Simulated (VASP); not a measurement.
# Nb16B (a cell with a defect) in VASP: notebook

Nb16B (a cell with a defect) is run at these levels: PBE; tasks: single point.

Program: VASP 6.6.1. These are calculated values, not measurements. Logs are shortened: lines on timing, memory, paths and dates and some standing lists are left out, and cuts for length are marked.

## (1) The cell of the first run

The cell holds a defect, 17 atoms: a = 6.600 Å, b = 6.600 Å, c = 6.600 Å, α = 90.00°, β = 90.00°, γ = 90.00°.

## (2) Single point, PBE

The input, INCAR:

```
SYSTEM = Nb16B
  PREC = Accurate
  ENCUT = 520
  EDIFF = 1E-6
  ISMEAR = -1
  SIGMA = 0.1
  LREAL = Auto
  LASPH = .TRUE.
  NELM = 60
  ALGO = Normal
  ISIF = 2
  LWAVE = .FALSE.
  LCHARG = .FALSE.
  GGA = PE
  NBANDS = 120
```

The input, KPOINTS:

```
regular mesh
0
G
  2 2 2
  0 0 0
```

The input, POSCAR:

```
Nb16B
1.0
    6.6000000000      0.0000000000      0.0000000000
    0.0000000000      6.6000000000      0.0000000000
    0.0000000000      0.0000000000      6.6000000000
Nb B
16 1
Direct
    0.0015757576      0.0346212121     -0.0034545455
    0.4825606061     -0.0260000000     -0.0001515152
   -0.0030000000      0.5142575758      0.0068030303
    0.0168181818      0.0154393939      0.4822727273
    0.2415303030      0.2661818182      0.2263484848
    0.5005151515      0.5054696970      0.0008030303
    0.5059848485      0.0131818182      0.5208030303
    0.7446363636      0.2513636364      0.2643636364
   -0.0070606061      0.4898030303      0.5010757576
    0.2563333333      0.7599090909      0.2710909091
    0.2470000000      0.2567727273      0.7459848485
    0.4995151515      0.4989696970      0.5023333333
    0.7512424242      0.7406212121      0.2367424242
    0.7533939394      0.2649848485      0.7411060606
    0.1955757576      0.7587575758      0.7465606061
    0.8060757576      0.7728636364      0.7568787879
    0.4942878788      0.7342727273      0.7346666667
```

Potentials or basis: VASP PAW PBE potentials, release 64 (Nb_sv, B).

Started as:

```sh
cat potpaw_PBE.64/Nb_sv/POTCAR potpaw_PBE.64/B/POTCAR > POTCAR
mpirun -np 1 vasp_std > vasp.out
```

OUTCAR:

```text
SYSTEM = Nb16B
   PREC = Accurate
   ENCUT = 520
   EDIFF = 1E-6
   ISMEAR = -1
   LREAL = Auto
   LASPH = .TRUE.
   NELM = 60
   ISIF = 2
   GGA = PE

 ion  position               nearest neighbor table
   1  0.002  0.035  0.997-   5 2.67  16 2.67  11 2.74  15 2.77  14 2.80   8 2.84  13 3.00
   2  0.483  0.974  1.000-  17 2.36  10 2.73  13 2.82  15 2.90   5 2.91  11 2.95  16 2.98
   3  0.997  0.514  0.007-  13 2.68  16 2.69  15 2.70   5 2.72  14 2.89  11 2.93  10 2.93   8 2.95

   4  0.017  0.015  0.482-  10 2.70  15 2.70   8 2.78  16 2.79   5 2.79  11 2.81  14 2.94  13 3.00

   5  0.242  0.266  0.226-   1 2.67   3 2.72   6 2.76   4 2.79   9 2.86   2 2.91  12 2.93
   6  0.501  0.505  0.001-  17 2.32  13 2.75   5 2.76  14 2.87  11 2.88   8 2.90  10 2.93
   7  0.506  0.013  0.521-  17 2.32  14 2.75  11 2.78   8 2.80  10 2.87  16 2.98  15 3.04
   8  0.745  0.251  0.264-   9 2.76   4 2.78  12 2.78   7 2.80   1 2.84   6 2.90   3 2.95
   9  0.993  0.490  0.501-  14 2.69  15 2.75   8 2.76  11 2.79  16 2.80   5 2.86  13 2.89  10 2.92

  10  0.256  0.760  0.271-   4 2.70   2 2.73  12 2.81   7 2.87   9 2.92   6 2.93   3 2.93
  11  0.247  0.257  0.746-   1 2.74   7 2.78   9 2.79   4 2.81  12 2.81   6 2.88   3 2.93   2 2.95

  12  0.500  0.499  0.502-  17 2.18  14 2.77   8 2.78  10 2.81  11 2.81  13 2.89   5 2.93
  13  0.751  0.741  0.237-   3 2.68   6 2.75   2 2.82   9 2.89  12 2.89   4 3.00   1 3.00
  14  0.753  0.265  0.741-   9 2.69   7 2.75  12 2.77   1 2.80   6 2.87   3 2.89   4 2.94
  15  0.196  0.759  0.747-  17 1.98  16 2.57   3 2.70   4 2.70   9 2.75   1 2.77   2 2.90   7 3.04

  16  0.806  0.773  0.757-  17 2.08  15 2.57   1 2.67   3 2.69   4 2.79   9 2.80   7 2.98   2 2.98

  17  0.494  0.734  0.735-  15 1.98  16 2.08  12 2.18   6 2.32   7 2.32   2 2.36

  LATTYP: Found a simple cubic cell.
 ALAT       =     6.6000000000

  Lattice vectors:

 A1 = (   6.6000000000,   0.0000000000,   0.0000000000)
 A2 = (   0.0000000000,   6.6000000000,   0.0000000000)
 A3 = (   0.0000000000,   0.0000000000,   6.6000000000)

Analysis of symmetry for initial positions (statically):
=====================================================================
 Subroutine PRICEL returns:
 Original cell was already a primitive cell.

 Routine SETGRP: Setting up the symmetry group for a
 simple cubic supercell.

 Subroutine GETGRP returns: Found  1 space group operations
 (whereof  1 operations were pure point group operations)
 out of a pool of 48 trial point group operations.

The static configuration has the point symmetry C_1 .

Analysis of symmetry for dynamics (positions and initial velocities):
=====================================================================
 Subroutine PRICEL returns:
 Original cell was already a primitive cell.

 Routine SETGRP: Setting up the symmetry group for a
 simple cubic supercell.

 Subroutine GETGRP returns: Found  1 space group operations
 (whereof  1 operations were pure point group operations)
 out of a pool of 48 trial point group operations.

The dynamic configuration has the point symmetry C_1 .

 Subroutine INISYM returns: Found  1 space group operations
 (whereof  1 operations are pure point group operations),
 and found     1 'primitive' translations

----------------------------------------------------------------------------------------

                                     Primitive cell

  volume of cell :     287.4960

  direct lattice vectors                    reciprocal lattice vectors
     6.600000000  0.000000000  0.000000000     0.151515152  0.000000000  0.000000000
     0.000000000  6.600000000  0.000000000     0.000000000  0.151515152  0.000000000
     0.000000000  0.000000000  6.600000000     0.000000000  0.000000000  0.151515152

  length of vectors
     6.600000000  6.600000000  6.600000000     0.151515152  0.151515152  0.151515152

  position of ions in fractional coordinates (direct lattice)
     0.001575758  0.034621212  0.996545455
     0.482560606  0.974000000  0.999848485
     0.997000000  0.514257576  0.006803030
     0.016818182  0.015439394  0.482272727
     0.241530303  0.266181818  0.226348485
     0.500515151  0.505469697  0.000803030
[... 9 lines left out ...]
     0.806075758  0.772863636  0.756878788
     0.494287879  0.734272727  0.734666667

  ion indices of the primitive-cell ions
   primitive index   ion index
                 1           1
                 2           2
                 3           3
                 4           4
                 5           5
                 6           6
[... 9 lines left out ...]
                16          16
                17          17

----------------------------------------------------------------------------------------

 KPOINTS: regular mesh

Automatic generation of k-mesh.
 Grid dimensions read from file:
 generate k-points for:    2    2    2

 Generating k-lattice:

[... 88 lines left out ...]
  free energy    TOTEN  =      -169.02612132 eV

  energy without entropy =     -168.51589478  energy(sigma->0) =     -168.77100805

 E-fermi :  11.5132     XC(G=0): -12.6087

 val. band max:       11.4713055158   @ k =   0.5000   0.0000   0.0000
 cond. band min:      11.5265299408   @ k =   0.0000   0.0000   0.0000
 fundamental gap:      0.0552244249
 Fermi energy:        11.5131858380

 k-point     1 :       0.0000    0.0000    0.0000
  band No.  band energies     occupation
      1     -43.0135      2.00000
      2     -42.8945      2.00000
      3     -42.8494      2.00000
      4     -42.8054      2.00000
      5     -42.7950      2.00000
      6     -42.7843      2.00000
[... 109 lines left out ...]
    116      13.3656      0.00000
    117      13.4132      0.00000

 k-point     2 :       0.5000    0.0000    0.0000
  band No.  band energies     occupation
      1     -42.9719      2.00000
      2     -42.9222      2.00000
      3     -42.8691      2.00000
      4     -42.8451      2.00000
      5     -42.7981      2.00000
      6     -42.7729      2.00000
[... 109 lines left out ...]
    116      13.2617      0.00000
    117      13.4691      0.00000

 k-point     3 :       0.0000    0.5000    0.0000
  band No.  band energies     occupation
      1     -42.9689      2.00000
      2     -42.9380      2.00000
      3     -42.8613      2.00000
      4     -42.8063      2.00000
      5     -42.7992      2.00000
      6     -42.7839      2.00000
[... 109 lines left out ...]
    116      13.1922      0.00000
    117      13.2895      0.00000

 k-point     4 :       0.0000    0.0000    0.5000
  band No.  band energies     occupation
      1     -42.9753      2.00000
      2     -42.9234      2.00000
      3     -42.8704      2.00000
      4     -42.8096      2.00000
      5     -42.7924      2.00000
      6     -42.7882      2.00000
[... 109 lines left out ...]
    116      13.1020      0.00000
    117      13.2260      0.00000

 k-point     5 :       0.5000    0.5000    0.0000
  band No.  band energies     occupation
      1     -42.9525      2.00000
      2     -42.9075      2.00000
      3     -42.8701      2.00000
      4     -42.8498      2.00000
      5     -42.8371      2.00000
      6     -42.7715      2.00000
[... 109 lines left out ...]
    116      13.0798      0.00000
    117      13.3187      0.00000

 k-point     6 :       0.0000    0.5000    0.5000
  band No.  band energies     occupation
      1     -42.9541      2.00000
      2     -42.8990      2.00000
      3     -42.8983      2.00000
      4     -42.8305      2.00000
      5     -42.8125      2.00000
      6     -42.7779      2.00000
[... 109 lines left out ...]
    116      12.9739      0.00000
    117      13.1669      0.00000

 k-point     7 :       0.5000    0.0000    0.5000
  band No.  band energies     occupation
      1     -42.9561      2.00000
      2     -42.8953      2.00000
      3     -42.8732      2.00000
      4     -42.8475      2.00000
      5     -42.8404      2.00000
      6     -42.7949      2.00000
[... 109 lines left out ...]
    116      13.0191      0.00000
    117      13.4701      0.00000

 k-point     8 :       0.5000    0.5000    0.5000
  band No.  band energies     occupation
      1     -42.9460      2.00000
      2     -42.8835      2.00000
      3     -42.8798      2.00000
      4     -42.8352      2.00000
      5     -42.8247      2.00000
      6     -42.8016      2.00000
[... 109 lines left out ...]
    116      14.2049      0.00000
    117      14.2454      0.00000
 [bands above 117 left out]

------------------------ aborting loop because EDIFF is reached ----------------------------------------

  FORCE on cell =-STRESS in cart. coord.  units (eV):
  Direction    XX          YY          ZZ          XY          YZ          ZX
  --------------------------------------------------------------------------------------
  -------------------------------------------------------------------------------------
  Total       28.8268572     12.5692625     12.8382113     -1.4054174     -0.3630397     -0.7641594
  in kB      160.6482773     70.0468441     71.5456598     -7.8322061     -2.0231726     -4.2585597
  external PRESSURE =     100.7469271 kB  Pullay stress =       0.0000000 kB

 VOLUME and BASIS-vectors are now :
 -----------------------------------------------------------------------------
  energy-cutoff  :      520.00
  volume of cell :      287.50
      direct lattice vectors                 reciprocal lattice vectors
     6.600000000  0.000000000  0.000000000     0.151515152  0.000000000  0.000000000
     0.000000000  6.600000000  0.000000000     0.000000000  0.151515152  0.000000000
     0.000000000  0.000000000  6.600000000     0.000000000  0.000000000  0.151515152

 POSITION                                       TOTAL-FORCE (eV/Angst)
 -----------------------------------------------------------------------------------
      0.01040      0.22850      6.57720        -0.209158     -0.705917      1.036248
      3.18490      6.42840      6.59900         0.957623      1.592646     -0.240574
      6.58020      3.39410      0.04490         0.118547     -1.011943      0.282410
      0.11100      0.10190      3.18300        -1.156576      0.695858      0.096543
      1.59410      1.75680      1.49390         0.674538     -0.829092      1.555478
      3.30340      3.33610      0.00530        -0.270241      0.145828     -0.291761
[... 9 lines left out ...]
      5.32010      5.10090      4.99540        -1.455545     -0.465369     -0.326713
      3.26230      4.84620      4.84880         1.430598      0.330762      0.455398
 -----------------------------------------------------------------------------------
    total drift:                               -0.002743     -0.001405      0.004202

  FREE ENERGIE OF THE ION-ELECTRON SYSTEM (eV)
  ---------------------------------------------------
  free  energy   TOTEN  =      -169.0261213190 eV

  energy  without entropy=     -168.5158947765  energy(sigma->0) =     -168.77100805
```

It took 12 min on 1 thread of Intel Xeon Platinum 8259CL at 2.50GHz (Skylake/Cascade Lake), shared host; peak memory 0.45 GiB.

What came out:

```
Free energy            : -169.0261 eV
Pressure               : 10.1 GPa
Largest force          : 1.887 eV/Å
Band gap on the k mesh : zero (an odd number of electrons rules out a gap without spin polarisation)
```

Forces in eV/Å, atoms in the order of the input:
```
Nb  -0.209 -0.706  1.036
Nb   0.958  1.593 -0.241
Nb   0.119 -1.012  0.282
Nb  -1.157  0.696  0.097
Nb   0.675 -0.829  1.555
Nb  -0.270  0.146 -0.292
Nb  -0.197 -1.193 -1.127
Nb   0.050 -0.070 -1.564
Nb   0.477  0.836 -1.212
Nb  -0.457 -0.492 -1.380
Nb  -0.034  0.324  0.102
Nb   0.145  0.286 -0.026
Nb   0.055  1.119  1.386
Nb  -0.149 -0.592  1.009
Nb   0.021  0.029  0.246
Nb  -1.456 -0.465 -0.327
B    1.431  0.331  0.455
```

Stress tensor (GPa, compression positive):
```
16.06 -0.78 -0.43
-0.78  7.00 -0.20
-0.43 -0.20  7.15
```

Caveat: the k points lie up to 0.48 Å⁻¹ apart, too coarse for converged energies and pressures of a metal.

## (3) Single point, PBE

The input, INCAR:

```
SYSTEM = Nb16B
PREC     = Accurate       ! precision mode
ENCUT    = 520            ! plane-wave cutoff, eV
EDIFF    = 1E-6           ! SCF threshold, eV
ISMEAR   = -1             ! smearing method
SIGMA    = 0.1            ! smearing width, eV
LREAL    = Auto         
LASPH    = .TRUE.         ! aspherical terms in the spheres
NELM     = 60             ! most SCF steps
ALGO     = Normal         ! electronic algorithm
ISIF     = 2              ! what is computed and relaxed
LWAVE    = .FALSE.        ! write WAVECAR
LCHARG   = .FALSE.        ! write CHGCAR
GGA      = PE             ! functional
NBANDS   = 120            ! bands
```

The input, KPOINTS:

```
Automatic mesh
0
G
  2 2 2
  0 0 0
```

The input, POSCAR:

```
Nb16B
1.0
    6.6000000000      0.0000000000      0.0000000000
    0.0000000000      6.6000000000      0.0000000000
    0.0000000000      0.0000000000      6.6000000000
Nb B
16 1
Direct
   -0.0082424242      0.0020757576      0.0074696970
    0.4871969697      0.0410454545      0.0088484848
   -0.0089090909      0.4968939394      0.0150606061
    0.0033636364      0.0111666667      0.4634090909
    0.2597424242      0.2835757576      0.2573030303
    0.4886212121      0.5382575758      0.0088030303
    0.5128484848     -0.0026212121      0.4816969697
    0.7505000000      0.2421060606      0.2240303030
    0.0093939394      0.4781060606      0.4784848485
    0.2443484848      0.7633333333      0.2383939394
    0.2510454545      0.2879242424      0.7495151515
    0.5156515152      0.5173030303      0.5344393939
    0.7532272727      0.7490303030      0.2769090909
    0.7465000000      0.2085000000      0.7704393939
    0.1971060606      0.7840000000      0.7375606061
    0.7897727273      0.7083636364      0.7433333333
    0.4989242424      0.8042575758      0.7676363636
```

Potentials or basis: VASP PAW PBE potentials, release 64 (Nb_sv, B).

Started as:

```sh
cat potpaw_PBE.64/Nb_sv/POTCAR potpaw_PBE.64/B/POTCAR > POTCAR
mpirun -np 1 vasp_std > vasp.out
```

It took 12 min on 1 thread of Intel Xeon Platinum 8259CL at 2.50GHz (Skylake/Cascade Lake), shared host; peak memory 0.45 GiB.

It converged, with:

```
Free energy            : -167.9470 eV
Pressure               : 10.9 GPa
Largest force          : 2.701 eV/Å
Band gap on the k mesh : zero (an odd number of electrons rules out a gap without spin polarisation)
```

Forces in eV/Å, atoms in the order of the input:
```
Nb   0.582  0.438 -0.554
Nb  -0.533 -1.846 -0.486
Nb   0.436  0.080 -0.425
Nb   0.104 -0.006  1.361
Nb  -0.237 -0.796 -0.626
Nb   0.467 -0.541 -0.513
Nb  -0.772  0.772  1.181
Nb   0.014  0.964  2.286
Nb  -0.331  0.378  1.107
Nb   0.361  0.614  0.903
Nb  -0.335 -1.338  0.256
Nb  -0.983 -0.473 -1.375
Nb  -0.263 -0.456 -1.940
Nb   0.618  1.924 -1.791
Nb  -0.641 -0.962  0.154
Nb   1.284  1.269  0.397
B    0.230 -0.021  0.067
```

Stress tensor (GPa, compression positive):
```
16.09  0.03 -0.73
 0.03  6.37  0.15
-0.73  0.15 10.15
```

Levels at points of the mesh, in eV from the Fermi level:
```tsv
k point	band 101	band 102	band 103	band 104	band 105	band 106	band 107	band 108	band 109	band 110
(0.00, 0.00, 0.00)	0.02	0.11	0.13	0.30	0.44	0.47	0.56	0.59	0.81	0.85
(0.50, 0.00, 0.00)	-0.34	-0.21	-0.10	0.03	0.15	0.24	0.33	0.40	0.60	0.71
(0.00, 0.50, 0.00)	-0.41	-0.16	-0.12	0.01	0.13	0.36	0.41	0.52	0.58	0.64
(0.00, 0.00, 0.50)	-0.31	-0.18	-0.09	-0.03	0.09	0.16	0.25	0.47	0.58	0.64
(0.50, 0.50, 0.00)	-0.63	-0.48	-0.44	-0.38	-0.34	-0.25	-0.12	-0.03	0.14	0.43
(0.00, 0.50, 0.50)	-0.64	-0.52	-0.49	-0.36	-0.33	-0.19	-0.16	0.01	0.22	0.57
(0.50, 0.00, 0.50)	-0.58	-0.47	-0.36	-0.30	-0.30	-0.14	-0.02	0.06	0.19	0.54
(0.50, 0.50, 0.50)	-1.04	-1.02	-0.97	-0.91	-0.90	-0.83	-0.75	-0.74	-0.67	-0.50
```

Caveat: the k points lie up to 0.48 Å⁻¹ apart, too coarse for converged energies and pressures of a metal.

## (4) Single point, PBE

INCAR is that of step 3.

The input, KPOINTS:

```
regular mesh
0
G
  2 2 2
  0 0 0
```

The input, POSCAR:

```
Nb16B
1.0
    6.6000000000      0.0000000000      0.0000000000
    0.0000000000      6.6000000000      0.0000000000
    0.0000000000      0.0000000000      6.6000000000
Nb B
16 1
Direct
    0.0096212121      0.0185606061      0.0377727273
    0.5177272727     -0.0083181818     -0.0135909091
    0.0101515152      0.4834545455      0.0118636364
   -0.0240454545      0.0502272727      0.5118333333
    0.2567121212      0.2145909091      0.2751515152
    0.5010303030      0.4800454545     -0.0125606061
    0.4842424242     -0.0271212121      0.5052272727
    0.7451515152      0.2712575758      0.2405000000
    0.0000000000      0.5399090909      0.4719545455
    0.2504848485      0.7301969697      0.2275151515
    0.2460606061      0.2404090909      0.7559393939
    0.4807727273      0.5010151515      0.4722272727
    0.7454242424      0.7816363636      0.2509696970
    0.7488787879      0.3024696970      0.7453181818
    0.2091515152      0.7353939394      0.7618181818
    0.8096212121      0.8069696970      0.7578181818
    0.5090454545      0.7045303030      0.7327878788
```

Started as:

```sh
cat potpaw_PBE.64/Nb_sv/POTCAR potpaw_PBE.64/B/POTCAR > POTCAR
mpirun -np 1 vasp_std > vasp.out
```

It took 22 min on 1 thread of Oxide Virtual Turin-like, shared host; peak memory 0.42 GiB.

It converged, with:

| Quantity | Value |
| --- | --- |
| Free energy | -167.7804 eV |
| Pressure | 10.8 GPa |
| Largest force | 2.244 eV/Å |
| Band gap on the k mesh | zero (an odd number of electrons rules out a gap without spin polarisation) |

Forces on the atoms (eV/Å):
```
Nb  -0.242  0.291 -1.190
Nb  -0.993 -0.280  0.381
Nb  -0.322  0.841 -0.115
Nb   1.071 -1.000 -0.876
Nb  -0.320  1.668 -1.466
Nb  -0.036  0.972  0.499
Nb   0.663  1.292  0.514
Nb   0.008 -0.603  0.749
Nb  -0.235 -1.671  0.901
Nb   0.109  0.920  1.074
Nb   0.064  0.312 -0.245
Nb   0.603 -0.220  0.718
Nb   0.160 -1.101 -0.423
Nb   0.159 -1.224 -0.336
Nb  -1.199  0.883 -0.340
Nb  -0.834 -1.535 -0.119
B    1.345  0.454  0.274
```

Stress tensor (GPa, compression positive):
```
15.59 -0.31 -0.18
-0.31  6.59  0.59
-0.18  0.59 10.16
```

Levels at points of the mesh, in eV from the Fermi level:
| k point | band 102 | band 103 | band 104 | band 105 | band 106 | band 107 | band 108 | band 109 |
| --- | --- | --- | --- | --- | --- | --- | --- | --- |
| (0.00, 0.00, 0.00) | 0.04 | 0.14 | 0.26 | 0.40 | 0.52 | 0.64 | 0.67 | 0.77 |
| (0.50, 0.00, 0.00) | -0.10 | -0.01 | 0.01 | 0.15 | 0.16 | 0.29 | 0.36 | 0.59 |
| (0.00, 0.50, 0.00) | -0.32 | -0.18 | 0.07 | 0.17 | 0.22 | 0.28 | 0.47 | 0.58 |
| (0.00, 0.00, 0.50) | -0.18 | -0.14 | -0.11 | 0.09 | 0.11 | 0.32 | 0.48 | 0.59 |
| (0.50, 0.50, 0.00) | -0.47 | -0.44 | -0.34 | -0.27 | -0.14 | -0.12 | 0.09 | 0.25 |
| (0.00, 0.50, 0.50) | -0.61 | -0.56 | -0.43 | -0.33 | -0.23 | -0.18 | -0.10 | 0.17 |
| (0.50, 0.00, 0.50) | -0.45 | -0.34 | -0.32 | -0.19 | -0.09 | -0.04 | 0.13 | 0.26 |
| (0.50, 0.50, 0.50) | -1.00 | -0.99 | -0.95 | -0.84 | -0.82 | -0.81 | -0.73 | -0.66 |

Caveat: the k points lie up to 0.48 Å⁻¹ apart, too coarse for converged energies and pressures of a metal.

## (5) Summary

```tsv
cell	gap on the mesh (eV)	pressure (GPa)	largest force (eV/Å)
as given, atomic positions A	none	10.1	1.89
as given, atomic positions B	none	10.9	2.70
as given, atomic positions C	none	10.8	2.24
```

Alike in all rows: task single point; level PBE; potentials or basis VASP PAW PBE potentials, release 64 (Nb_sv, B); no spin polarisation; k mesh 2 × 2 × 2; cutoff (eV) 520; smearing fermi-dirac 0.1 eV.

Caveats: all runs use coarse meshes.

Absolute energies hang on the potentials; compare differences alone.

The gap in the log of VASP goes by the Fermi energy; the results here count the filled bands.